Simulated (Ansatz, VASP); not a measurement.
## SnH in VASP and in Ansatz

```
Sn H
1.0
     4.72578    0.00000    0.00000
    -2.36289    4.09265    0.00000
     0.00000    0.00000   11.37346
Sn H
4 4
Direct
  0.00000 0.00000 0.46429
  0.33333 0.66667 0.03572
  0.66667 0.33333 0.53572
  0.00000 0.00000 0.96429
  0.00000 0.00000 0.31148
  0.33333 0.66667 0.18851
  0.66667 0.33333 0.68851
  0.00000 0.00000 0.81148
```

Alike in both runs: functional PBE; k mesh 12 × 12 × 4; occupations gaussian, width 0.01 eV; no spin polarisation.

Ansatz relaxed the structure, and its values are those at the end. VASP's run is a single point on that final structure, the one shown.

|  | VASP | Ansatz |
| --- | --- | --- |
| version | VASP 6.6.1 | Ansatz 0.2.0 |
| potentials or method | VASP PAW PBE potentials, release 64 (Sn_d, H), cutoff 520 eV | scalar-relativistic, plane waves, PAW |
| valence electrons in the cell | 60 | 60 |

VASP gave:

| Item | Value |
| --- | --- |
| gap on the k mesh at the Fermi level (eV) | 0.18 |
| least direct gap on the mesh (eV) | 0.18 |
| pressure (GPa) | -0.1 |
| rms of the force components (eV/Å) | 0.008 |

Problem. Which values does Ansatz return?

Solution. gap on the k mesh at the Fermi level (eV): 0.18; least direct gap on the mesh (eV): 0.18; pressure (GPa): 0.0; rms of the force components (eV/Å): 0.002.
